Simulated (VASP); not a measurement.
GeB2I3: single point with PBE

Crystal: GeB2I3.

```
CELL_PARAMETERS angstrom
4.87657 0.00000 0.00000
-2.43828 4.22323 0.00000
0.00000 0.00000 9.58273
ATOMIC_POSITIONS crystal
Ge 0.00000 0.00000 0.00000
B 0.00000 0.00000 0.27656
B 0.00000 0.00000 0.72344
I 0.33333 0.66667 0.50000
I 0.66667 0.33333 0.50000
I 0.00000 0.00000 0.50000
```

The cell was built from a structure type or drawn by symmetry, and may not be a known phase.

- Program: VASP 6.6.1
- Task: single point
- Functional: PBE
- Potentials or basis: VASP PAW PBE potentials, release 64 (Ge_d, B, I)
- Cutoff: 520 eV
- k mesh: 6 × 6 × 2
- Occupations: gaussian, width 0.1 eV
- Spin: no spin polarisation
- Dipole correction: no
- Further INCAR settings: ALGO = Normal; EDIFF = 1e-07; NBANDS = 30

```json
{
  "Pressure": "17.1 GPa",
  "Largest force": "2.824 eV/Å",
  "Band gap on the k mesh": "zero (an odd number of electrons rules out a gap without spin polarisation)"
}
```

Forces in eV/Å, atoms in the order of the input:
```
Ge   0.000  0.000  0.000
B    0.000  0.000 -2.824
B    0.000  0.000  2.824
I    0.000  0.000  0.000
I    0.000  0.000  0.000
I    0.000  0.000  0.000
```

Stress tensor (GPa, compression positive):
```
25.20  0.00  0.00
 0.00 25.20  0.00
 0.00  0.00  0.80
```

Levels at points of the mesh, in eV from the Fermi level:
```
           k point  band 19  band 20  band 21  band 22  band 23  band 24
(0.00, 0.00, 0.00)     0.14     0.14     0.76     0.76     2.24     2.42
(0.50, 0.00, 0.00)    -1.22    -0.80    -0.29    -0.22     0.59     1.09
(0.00, 0.00, 0.50)    -0.29    -0.06    -0.06     1.43     1.43     1.85
(0.50, 0.00, 0.50)    -0.93    -0.50    -0.47    -0.43     0.07     0.69
```

Wall time 3.1 min on 1 thread of Intel Xeon 8259CL, with other jobs on the host, peak memory 0.34 GiB.

Caveat: the cell stands under pressure; spin-orbit coupling is left out, which moves the levels of the heavy elements; an odd number of electrons without spin polarisation forces a metal; a magnetic or distorted state may lie lower.
